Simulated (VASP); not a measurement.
Wanted: the native input for a VASP 6.6.1 run.

```yaml
Task: single point
Functional: PBE
Potentials_or_basis: VASP PAW PBE potentials, release 64 (Al, B, Sb)
Cutoff: 520 eV
k_mesh: 3 × 3 × 6
Occupations: gaussian, width 0.1 eV
Spin: no spin polarisation
Dipole_correction: no
Further_INCAR_settings: ALGO = Normal; EDIFF = 1e-06; NBANDS = 21
```

The structure of AlB2Sb3 lies in POSCAR:

```
AlB2Sb3
1.0
    6.5937119737      0.0000000000      0.0000000000
   -3.2968559868      5.7103220745      0.0000000000
    0.0000000000      0.0000000000      3.2247525787
Al B Sb
1 2 3
Direct
    0.0000000000      0.0000000000      0.0000000000
    0.3333333333      0.6666666667      0.5000000000
    0.6666666667      0.3333333333      0.5000000000
    0.5000000000      0.0000000000      0.0000000000
    0.0000000000      0.5000000000      0.0000000000
    0.5000000000      0.5000000000      0.0000000000
```

The input as run:

INCAR

```
PREC = Accurate ; ENCUT = 520
EDIFF = 1E-6 ; ISMEAR = 0
SIGMA = 0.1 ; LREAL = False
LASPH = True ; NELM = 100
ALGO = Normal ; ISIF = 2
LWAVE = False ; LCHARG = False
GGA = PE ; NBANDS = 21
```

KPOINTS

```
Automatic mesh
0
Gamma
  3 3 6
```

Potentials or basis: VASP PAW PBE potentials, release 64 (Al, B, Sb).

Launch:

```console
$ cat potpaw_PBE.64/Al/POTCAR potpaw_PBE.64/B/POTCAR potpaw_PBE.64/Sb/POTCAR > POTCAR
$ mpirun -np 1 vasp_std > vasp.out
```

Results of the run:

| Property | Result |
| --- | --- |
| Pressure | 0.0 GPa |
| Band gap on the k mesh | zero (band 12 reaches 8.73 eV, above the bottom of band 13 at 6.67 eV) |

Caveat: the k points lie up to 0.37 Å⁻¹ apart; spin-orbit coupling is left out, which moves the levels of the heavy elements.

It took 27 s on 1 thread of Intel(R) Xeon(R) Platinum 8259CL CPU @ 2.50GHz (Skylake/Cascade Lake), on a shared host, peak memory 0.24 GiB.
